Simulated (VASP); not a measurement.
# BeH2 (P-1) in VASP: single point with PBEsol

Aim: the single point of BeH2 with PBEsol.

All numbers are computed with VASP 6.6.1; they aren't measurements. Logs are shortened: lines on timing, memory, paths and dates and some standing lists are left out, and cuts for length are marked.

## 1. The cell of the first run

The typed cell holds 6 atoms: a = 2.311 Å, b = 8.779 Å, c = 2.311 Å, α = 74.82°, β = 60.00°, γ = 74.80°.

## 2. Single point, PBEsol

INCAR

```
SYSTEM = BeH2
ALGO = Normal
EDIFF = 1E-7
ENCUT = 520
GGA = PS
ISIF = 2
ISMEAR = -1
LASPH = .True.
LCHARG = .False.
LREAL = .False.
LWAVE = .False.
NBANDS = 13
NELM = 60
PREC = Accurate
SIGMA = 0.05
```

KPOINTS

```
k-points
0
Gamma
  8 8 8
  0 0 0
```

POSCAR

```
BeH2
1.0
   -0.0060821135      1.6399062841      1.6278815315
    5.9332231029     -2.6116352864      5.9197042470
    1.6261288152      1.6418644096     -0.0080377468
Be H
2 4
Direct
   -0.0042236359      0.0003762733      0.0067542802
   -0.0032912671      0.5003612564      0.0059671838
    0.2590629886      0.1057205018      0.2703625583
    0.7334116144      0.3950168746      0.7423565845
    0.2599821600      0.6057053033      0.2695859212
    0.7324943694      0.8950320965      0.7431309351
```

Potentials or basis: VASP PAW PBE potentials, release 64 (Be, H).

Launch:

```
cat potpaw_PBE.64/Be/POTCAR potpaw_PBE.64/H/POTCAR > POTCAR
mpirun -np 1 vasp_std > vasp.out
```

OUTCAR:

```text
SYSTEM = BeH2
   EDIFF = 1E-7
   ENCUT = 520
   GGA = PS
   ISIF = 2
   ISMEAR = -1
   LASPH = .True.
   LREAL = .False.
   NELM = 60
   PREC = Accurate

 ion  position               nearest neighbor table
   1  0.996  0.000  0.007-   6 1.60   3 1.60   3 1.60   3 1.60   6 1.60   6 1.60
   2  0.997  0.500  0.006-   5 1.60   4 1.60   4 1.60   5 1.60   5 1.60   4 1.60
   3  0.259  0.106  0.270-   1 1.60   1 1.60   1 1.60
   4  0.733  0.395  0.742-   2 1.60   2 1.60   2 1.60
   5  0.260  0.606  0.270-   2 1.60   2 1.60   2 1.60
   6  0.732  0.895  0.743-   1 1.60   1 1.60   1 1.60

  LATTYP: Found a triclinic cell.
 ALAT       =     2.3106985726
 B/A-ratio  =     1.0000955451
 C/A-ratio  =     3.7991812312
 COS(alpha) =     0.0002464936
 COS(beta)  =     0.2621461217
 COS(gamma) =     0.4999775106

  Lattice vectors:

 A1 = (  -0.0060821135,   1.6399062841,   1.6278815315)
 A2 = (  -1.6322109287,  -0.0019581255,   1.6359192783)
 A3 = (   5.9332231029,  -2.6116352864,   5.9197042470)

Analysis of symmetry for initial positions (statically):
=====================================================================
 Subroutine PRICEL returns:
 Original cell was already a primitive cell.

 Routine SETGRP: Setting up the symmetry group for a
 triclinic supercell.

 Subroutine GETGRP returns: Found  1 space group operations
 (whereof  1 operations were pure point group operations)
 out of a pool of  2 trial point group operations.

The static configuration has the point symmetry C_1 .

Analysis of symmetry for dynamics (positions and initial velocities):
=====================================================================
 Subroutine PRICEL returns:
 Original cell was already a primitive cell.

 Routine SETGRP: Setting up the symmetry group for a
 triclinic supercell.

 Subroutine GETGRP returns: Found  1 space group operations
 (whereof  1 operations were pure point group operations)
 out of a pool of  2 trial point group operations.

The dynamic configuration has the point symmetry C_1 .

 Subroutine INISYM returns: Found  1 space group operations
 (whereof  1 operations are pure point group operations),
 and found     1 'primitive' translations

[... 108 lines left out ...]
   ISIF   =      2    stress and relaxation
   ISYM   =      2    0-nonsym 1-usesym 2-fastsym
   POTIM  = 0.5000    time-step for ionic-motion
   TEBEG  =    0.0;   TEEND  =   0.0 temperature during run
   PSTRESS=    0.0 pullay stress
   NELECT =       8.0000    total number of electrons
   NUPDOWN=      -1.0000    fix difference up-down
   EMIN   =  10.00;   EMAX   =-10.00  energy-range for DOS
   EFERMI =   0.00;   METHOD = LEGACY
   ISMEAR =    -1;   SIGMA  =   0.05  broadening in eV -4-tet -1-fermi 0-gaus
   EFERMI_NEDOS =   21; number of points for ismear=-14 and -15
   IALGO  =     38    algorithm
   IMIX   =      4    mixing-type and parameters
     AMIX     =   0.40;   BMIX     =  1.00
     AMIX_MAG =   1.60;   BMIX_MAG =  1.00
  volume/ion in A,a.u.               =       6.45        43.52
  Fermi-wavevector in a.u.,A,eV,Ry     =   0.968027  1.829306 12.749703  0.937077
  Thomas-Fermi vector in A             =   2.097962
   LORBIT       =      0    0 simple, 1 ext, 2 COOP (PROOUT), +10 PAW based schemes
   GGA     = PS    functional components
   LHFCALC =     F    Hartree Fock is set to
   AEXX    =    0.0000 exact exchange contribution
   IVDW    =     0    specifies the selected vdW correction
   LEPSILON=     F    determine dielectric tensor
   LRPA    =     F    only Hartree local field effects (RPA)
 non-spin polarized calculation
  energy-cutoff  :      520.00
  volume of cell :       38.69
 maximum number of plane-waves:      1072
 NGX is ok and might be reduce to    18
   NGX =  9   NGY = 33   NGZ =  9

 number of electron       7.9999999 magnetization

 Free energy of the ion-electron system (eV)
  ---------------------------------------------------
  ext. energy  EPLUGINS =         0.00000000
  ---------------------------------------------------
  free energy    TOTEN  =       -20.99697523 eV

  energy without entropy =      -20.99697523  energy(sigma->0) =      -20.99697523

 E-fermi :   1.4029     XC(G=0):  -8.9674

 val. band max:        0.3123727161   @ k =   0.5000   0.5000   0.2500
 cond. band min:       4.4697761138   @ k =  -0.3750   0.2500   0.5000
 fundamental gap:      4.1574033977
 Fermi energy:         1.4028592265

 k-point     1 :       0.0000    0.0000    0.0000
  band No.  band energies     occupation
      1      -9.4773      2.00000
      2      -8.9318      2.00000
      3      -5.5394      2.00000
      4      -3.9207      2.00000
      5       4.6956      0.00000
      6      10.3417      0.00000
      7      12.2119      0.00000
      8      18.4147      0.00000
      9      18.4177      0.00000
     10      18.4478      0.00000
     11      18.4512      0.00000
     12      20.8283      0.00000
     13      21.3153      0.00000
[... 354 lines left out ...]
  band No.  band energies     occupation
      1      -7.7172      2.00000
      2      -7.3394      2.00000
      3      -3.3104      2.00000
      4      -2.0713      2.00000
      5       6.4694      0.00000
      6       9.4501      0.00000
      7      10.5889      0.00000
      8      10.8512      0.00000
      9      14.7899      0.00000
     10      14.8857      0.00000
     11      14.8943      0.00000
     12      15.2360      0.00000
     13      16.0770      0.00000

 [... further k-points ...]
[... 5 lines left out ...]
  --------------------------------------------------------------------------------------
  -------------------------------------------------------------------------------------
  Total       -0.0049081      0.0032021      0.0021278      0.0092681      0.0090092     -0.0091339
  in kB       -0.2032245      0.1325862      0.0881013      0.3837509      0.3730308     -0.3781960
  external PRESSURE =       0.0058210 kB  Pullay stress =       0.0000000 kB

 VOLUME and BASIS-vectors are now :
 -----------------------------------------------------------------------------
  energy-cutoff  :      520.00
  volume of cell :       38.69
      direct lattice vectors                 reciprocal lattice vectors
    -0.006082113  1.639906284  1.627881531    -0.250637781  0.250005430  0.361506722
     5.933223103 -2.611635286  5.919704247     0.069413645 -0.068409742  0.069174412
     1.626128815  1.641864410 -0.008037747     0.360751834  0.250540315 -0.251043148

 POSITION                                       TOTAL-FORCE (eV/Angst)
 -----------------------------------------------------------------------------------
      0.00716      1.64309      1.62318        -0.000041     -0.000036     -0.000010
      2.97240      0.33755      4.58447        -0.000003     -0.000051     -0.000052
      1.06533      0.59263      1.04538         0.003989     -0.005336      0.005215
      3.54643      1.38994      3.52632        -0.003981      0.005379     -0.005176
      4.03058     -0.71291      4.00665         0.004020     -0.005345      0.005222
      6.51440      0.08384      6.48477        -0.003983      0.005389     -0.005198
 -----------------------------------------------------------------------------------
    total drift:                                0.000051      0.000049     -0.000010

  FREE ENERGIE OF THE ION-ELECTRON SYSTEM (eV)
  ---------------------------------------------------
  free  energy   TOTEN  =       -20.9969752314 eV

  energy  without entropy=      -20.9969752314  energy(sigma->0) =      -20.99697523
```

It took 1.7 min on 1 thread of Intel Xeon Platinum 8259CL at 2.50GHz (Skylake/Cascade Lake), shared host; peak memory 0.23 GiB.

Results:

| Quantity | Value |
| --- | --- |
| Free energy | -20.9970 eV |
| Pressure | 0.0 GPa |
| Largest force | 0.008 eV/Å |
| Band gap on the k mesh | 4.16 eV |

Forces on the atoms (eV/Å):
```
Be   0.000  0.000  0.000
Be   0.000  0.000  0.000
H    0.004 -0.005  0.005
H   -0.004  0.005 -0.005
H    0.004 -0.005  0.005
H   -0.004  0.005 -0.005
```

Levels at points of the mesh, in eV from the valence-band top:
```
           k point  band 2  band 3  band 4  band 5  band 6  band 7
(0.00, 0.00, 0.00)   -9.24   -5.85   -4.23    4.38   10.03   11.90
(0.50, 0.00, 0.00)   -4.54   -0.72   -0.08    4.58    4.97    5.46
(0.00, 0.50, 0.00)   -9.55   -5.07   -5.07    6.34    6.34   16.84
(0.50, 0.50, 0.00)   -4.56   -0.42   -0.42    4.89    4.89    5.87
(0.00, 0.00, 0.50)   -4.54   -0.72   -0.08    4.58    4.97    5.47
(0.50, 0.00, 0.50)   -4.54   -0.72   -0.07    4.59    4.97    5.45
(0.00, 0.50, 0.50)   -4.56   -0.42   -0.42    4.89    4.89    5.87
(0.50, 0.50, 0.50)   -4.56   -0.42   -0.42    4.89    4.89    5.88
```

Caveat: the structure was generated, so it needn't be the stable form of BeH2; the PAW data sets were made with another functional, which shifts forces and pressure a little. A k mesh can miss the band edges.
